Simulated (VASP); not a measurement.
AlN:

```xyz
4
Lattice="3.0886 0.0000 -0.1544 -1.5443 2.6748 0.0772 -0.2472 0.0000 4.8116" Properties=species:S:1:pos:R:3 pbc="T T T"
Al   -0.0004    1.7832    0.0073
Al    1.4203    0.8916    2.3359
N    -0.0948    1.7832    1.8451
N     1.3259    0.8916    4.1737
```

This cell differs from its parent crystal: engineering shear strain xz -0.1000, normal strain along z -0.0267.

| Quantity | Value |
| --- | --- |
| Program | VASP 6.6.1 |
| Task | relaxation of the atoms |
| Functional | LDA |
| Potentials or basis | VASP PAW LDA potentials, release 64 (Al, N) |
| Cutoff | 520 eV |
| k mesh | 9 × 9 × 6 |
| Occupations | gaussian, width 0.05 eV |
| Spin | no spin polarisation |

At the start: pressure 7.5 GPa; volume 9.91 Å³/atom.

Task: How do energy, volume and symmetry change on relaxing?

Result: Over 8 steps the energy falls by 8.2 meV/atom at a fixed cell; space group Cc (No. 9, to 0.1 Å) before and after.

Step by step:
```tsv
step	energy change (eV)	largest force (eV/Å)	pressure (GPa)
1	0.0000	0.7396	7.49
2	-0.0208	0.4545	6.25
3	-0.0325	0.0942	6.53
4	-0.0329	0.0451	6.47
5	-0.0329	0.0149	6.49
6	-0.0330	0.0104	6.49
7	-0.0330	0.0134	6.50
8	-0.0330	0.0085	6.49
```

Final structure:
```cif
data_structure
_symmetry_space_group_name_H-M 'P 1'
_symmetry_Int_Tables_number 1
_cell_length_a 3.0925
_cell_length_b 3.0896
_cell_length_c 4.8179
_cell_angle_alpha 87.099
_cell_angle_beta 95.803
_cell_angle_gamma 120.031
_cell_volume 39.65
loop_
_atom_site_label
_atom_site_type_symbol
_atom_site_fract_x
_atom_site_fract_y
_atom_site_fract_z
_atom_site_occupancy
Al1 Al 0.33908 0.66679 0.99905 1
Al2 Al 0.67228 0.33321 0.49905 1
N1 N 0.32869 0.66875 0.38595 1
N2 N 0.65994 0.33125 0.88595 1
```

Caveat: the cell differs from its parent crystal (engineering shear strain xz -0.1000, normal strain along z -0.0267).
